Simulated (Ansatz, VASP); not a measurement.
# GaSb3 in VASP and in Ansatz

INCAR

```
ALGO = Normal
EDIFF = 1E-7
ENCUT = 520
GGA = PE
ISIF = 2
ISMEAR = 0
IVDW = 12
LASPH = T
LCHARG = F
LREAL = F
LWAVE = F
NBANDS = 22
NELM = 80
PREC = Accurate
SIGMA = 0.15
```

The input KPOINTS:

```
k-points
0
Gamma
  12 12 12
```

The input POSCAR:

```
GaSb3
1.0
    0.0000000000      3.6478901005      3.6478901005
    3.6478901005      0.0000000000      3.6478901005
    3.6478901005      3.6478901005      0.0000000000
Ga Sb
1 3
Direct
   -0.0068532766     -0.0068532766      0.0068532766
    0.2500000000      0.2500000000      0.2500000000
    0.7500000000      0.7500000000      0.7500000000
    0.5000000000      0.5000000000      0.5000000000
```

Input for Ansatz:

```yaml
crystal:
  lattice:
    - [0.0, 3.6478901005, 3.6478901005]
    - [3.6478901005, 0.0, 3.6478901005]
    - [3.6478901005, 3.6478901005, 0.0]
  atoms:
    - { symbol: Ga, position: [-0.0068532766, -0.0068532766, 0.0068532766] }
    - { symbol: Sb, position: [0.25, 0.25, 0.25] }
    - { symbol: Sb, position: [0.75, 0.75, 0.75] }
    - { symbol: Sb, position: [0.5, 0.5, 0.5] }
basis:
  ecutwfc: 420
kpoints:
  mp_grid: { grid: [12, 12, 12] }
hamiltonian:
  xc: pbe
  dispersion: d3bj
scf:
  occupations: { method: gaussian, width: 0.15 }
output:
  forces: true
  stress: true
  eigenvalues: true
  write_density: true
  write_potential: true
  elf: true
  volumetric_format: npy
```

Alike in both runs: task single point; functional PBE; dispersion D3(BJ); k mesh 12 × 12 × 12; occupations gaussian, width 0.15 eV; no spin polarisation.

|  | VASP | Ansatz |
| --- | --- | --- |
| version | VASP 6.6.1 | Ansatz 0.2.0 |
| potentials or method | VASP PAW PBE potentials, release 64 (Ga_d, Sb), cutoff 520 eV | scalar-relativistic, plane waves, PAW |
| valence electrons in the cell | 28 | 58 |

```csv
,VASP,Ansatz,Ansatz less VASP
gap on the k mesh at the Fermi level (eV),none,none,-
pressure (GPa),0.3,0.4,+0.06
rms of the force components (eV/Å),0.031,0.031,-0.0002
```

Atom by atom the forces differ by 0.000 eV/Å (rms over components). A gap of «none» marks a metal or a gap that the smearing closes. VASP's potentials hold 28 valence electrons a cell and Ansatz's 58, so a difference there can come from the potentials and not from the codes.

Spin-orbit coupling is off throughout.
